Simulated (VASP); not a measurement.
Runs of VASP 6.6.1 on LaSc2F. The structure is that of space group P4/mmm (No. 123), or close to it. The cells are those of the table. The cell was built from a structure type or drawn by symmetry, and may not be a known phase.

| task | spin | cell | cutoff (eV) | gap on the mesh (eV) | pressure (GPa) |
| --- | --- | --- | --- | --- | --- |
| relaxation of cell and atoms | off | relaxed from a = 3.933, b = 3.933, c = 5.346 Å, 4 atoms | 600 | none | -0.1 |
| single point | off | a = 4.079, b = 4.079, c = 5.863 Å, 4 atoms | 520 | none | (a) |
| single point | collinear | a = 4.079, b = 4.079, c = 5.863 Å, 4 atoms | 520 | none | -0.1 |
| single point | off | a = 3.933, b = 3.933, c = 5.346 Å, 4 atoms | 520 | none | 6.3 |

Alike in all rows: level PBE; potentials or basis VASP PAW PBE potentials, release 64 (La, Sc_sv, F); k mesh 4 × 4 × 4; smearing gaussian 0.1 eV.

**Question.** Fill in the values left out.

**Answer.** (a) 0.1.

Caveats: all runs use coarse meshes; spin-orbit coupling is left out, which moves the levels of the heavy elements.

A k mesh can miss the band edges, and the runs leave out spin-orbit coupling on La.

A gap of «none» marks levels without a gap at the run's occupations.
